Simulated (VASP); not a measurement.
A run of VASP 6.6.1 is set up as follows.

The input INCAR:

```
  ALGO = Normal
  EDIFF = 1E-6
  ENCUT = 520
  GGA = PS
  ISIF = 2
  ISMEAR = 0
  LASPH = T
  LCHARG = F
  LREAL = F
  LWAVE = F
  NBANDS = 11
  NELM = 60
  PREC = Accurate
  SIGMA = 0.05
```

KPOINTS

```
k-points
0
Gamma
  10 10 10
```

Contents of POSCAR:

```
MgO
1.0
    0.0000000000      2.1351500000      2.1351500000
    2.1351500000      0.0000000000      2.1351500000
    2.1351500000      2.1351500000      0.0000000000
Mg O
1 1
Direct
   -0.0439079222     -0.0439079222      0.0439079222
    0.5000000000      0.5000000000      0.5000000000
```

Potentials or basis: VASP PAW PBE potentials, release 64 (Mg, O).

Launch:

```bash
$ cat potpaw_PBE.64/Mg/POTCAR potpaw_PBE.64/O/POTCAR > POTCAR
$ mpirun -np 1 vasp_std > vasp.out
```

What does it give for the band gap on the k mesh?

4.24 eV, direct.

What does it give for the pressure?

-3.0 GPa.

Estimate the largest force.

1.059 eV/Å.

Forces in eV/Å, atoms in the order of the input:
```
Mg   0.000  0.000  1.059
O    0.000  0.000 -1.059
```

Caveat: the cell differs from its parent crystal (all Mg atoms moved +0.188 Å, as atom 1 towards its neighbour atom 2 (O) at 2.135 Å); the PAW data sets were made with another functional, which shifts forces and pressure a little.
